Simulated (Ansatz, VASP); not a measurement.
## One calculation of TaTl, two programs

File INCAR:

```
SYSTEM = TaTl
PREC = Accurate
ENCUT = 520
EDIFF = 1E-6
ISMEAR = 0
SIGMA = 0.1
LREAL = .False.
LASPH = .True.
NELM = 80
ALGO = Fast
ISIF = 2
LWAVE = .False.
LCHARG = .False.
GGA = PE
NBANDS = 19
```

KPOINTS

```
regular mesh
0
Gamma
  6 6 6
  0 0 0
```

The input POSCAR:

```
TaTl
1.0
    0.0000000000      2.8536917149      2.8536917149
    2.8536917149      0.0000000000      2.8536917149
    2.8536917149      2.8536917149      0.0000000000
Ta Tl
1 1
Direct
    0.0000000000      0.0000000000      0.0000000000
    0.5000000000      0.5000000000      0.5000000000
```

Input for Ansatz:

```yaml
crystal:
  lattice:
    - [0.0, 2.8536917149, 2.8536917149]
    - [2.8536917149, 0.0, 2.8536917149]
    - [2.8536917149, 2.8536917149, 0.0]
  atoms:
    - { symbol: Ta, position: [0.0, 0.0, 0.0] }
    - { symbol: Tl, position: [0.5, 0.5, 0.5] }
basis:
  ecutwfc: 420
kpoints:
  mp_grid: { grid: [6, 6, 6] }
hamiltonian:
  xc: pbe
scf:
  occupations: { method: gaussian, width: 0.1 }
  lower_state_search: "off"
output:
  forces: true
  stress: true
  eigenvalues: true
```

Alike in both runs: task single point; functional PBE; k mesh 6 × 6 × 6; occupations gaussian, width 0.1 eV; no spin polarisation.

```csv
,VASP,Ansatz
version,VASP 6.6.1,Ansatz 0.2.0
potentials or method,"VASP PAW PBE potentials, release 64 (Ta_pv, Tl_d), cutoff 520 eV","scalar-relativistic, plane waves, PAW"
valence electrons in the cell,24,26
```

```tsv
	VASP	Ansatz	Ansatz less VASP
gap on the k mesh at the Fermi level (eV)	none	none	-
pressure (GPa)	-1.4	-1.3	+0.06
```

A gap of «none» marks a metal or a gap that the smearing closes. VASP's potentials hold 24 valence electrons a cell and Ansatz's 26, so a difference there can come from the potentials and not from the codes.

Spin-orbit coupling is off throughout.
